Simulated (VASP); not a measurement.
Set up this calculation in VASP 6.6.1, as the native input.

| Property | Result |
| --- | --- |
| Task | relaxation of cell and atoms |
| Functional | LDA |
| Potentials or basis | VASP PAW LDA potentials, release 64 (C) |
| Cutoff | 600 eV |
| k mesh | 18 × 18 × 6 |
| Occupations | gaussian, width 0.1 eV |
| Spin | no spin polarisation |
| Dipole correction | no |
| Further INCAR settings | ALGO = Normal; EDIFF = 1e-07; IBRION = 2; EDIFFG = -0.01; NSW = 80; ISIF = 3 |

The structure of C lies in POSCAR:

```
C
1.0
    1.2280479700     -2.1270618200      0.0000000000
    1.2280479700      2.1270618200      0.0000000000
    0.0000000000      0.0000000000      7.1732677600
C
4
Direct
    0.0833794600      0.9166205400      0.7531376000
    0.5833794600      0.4166205400      0.2468624000
    0.9166205400      0.0833794600      0.2468624000
    0.4166205400      0.5833794600      0.7531376000
```

The input as run:

INCAR

```
SYSTEM = C
PREC = Accurate
ENCUT = 600
EDIFF = 1E-7
ISMEAR = 0
SIGMA = 0.1
LREAL = .FALSE.
LASPH = .TRUE.
NELM = 60
ALGO = Normal
ISIF = 3
LWAVE = .FALSE.
LCHARG = .FALSE.
GGA = CA
IBRION = 2
NSW = 80
EDIFFG = -0.01
```

KPOINTS

```
Automatic mesh
0
G
  18 18 6
  0 0 0
```

Potentials or basis: VASP PAW LDA potentials, release 64 (C).

Run with:

```console
$ cat potpaw_LDA.64/C/POTCAR > POTCAR
$ mpirun -np 1 vasp_std > vasp.out
```

Results of the run:

The relaxed volume is 8.58 Å³/atom and the relaxed cell is a = 2.446 Å, b = 2.446 Å, c = 6.627 Å, α = 90.00°, β = 90.00°, γ = 119.99°. The space group after relaxing (to 0.05 Å) is Fmmm (No. 69) and the energy gained by relaxing is 5.3 meV/atom. The ionic steps are 38 and the pressure after relaxing is 0.0 GPa. The largest force after relaxing is 0.004 eV/Å.

Wall time 19 min on 1 thread of Intel(R) Xeon(R) 6975P-C (Granite Rapids) (shared host), peak memory 0.3 GiB.
